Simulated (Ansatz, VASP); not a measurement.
# One calculation of TiO2, two programs

```
Ti O
1.0
    -1.87628    1.87628    4.75960
     1.87628   -1.87628    4.75960
     1.87628    1.87628   -4.75960
Ti O
2 4
Direct
  0.00000 0.00000 0.00000
  0.75000 0.25000 0.50000
  0.20802 0.20802 0.00000
  0.95802 0.45802 0.50000
  0.54198 0.04198 0.50000
  0.79198 0.79198 0.00000
```

Change from the starting cell: volume scaled by 0.980, atoms relaxed by PAW.

Alike in both runs: functional r2SCAN; k mesh 6 × 6 × 6; no spin polarisation.

Ansatz relaxed the structure, and its values are those at the end. VASP's run is a single point on that final structure, the one shown.

```csv
,VASP,Ansatz
version,VASP 6.6.1,Ansatz 0.2.0
potentials or method,"VASP PAW PBE potentials, release 64 (Ti_sv, O)","PAW with Ansatz's default frozen-core files, scalar-relativistic"
plane-wave cutoff (eV),520,500
occupations,"gaussian, width 0.01 eV",fixed
valence electrons in the cell,48,48
```

```tsv
	VASP	Ansatz	Ansatz less VASP
pressure (GPa)	5.7	4.4	-1.29
rms of the force components (eV/Å)	0.013	0.001	-0.0124
```

VASP's potentials were made for PBE, not for r2SCAN. Ansatz's warnings: stress scf threshold loose.
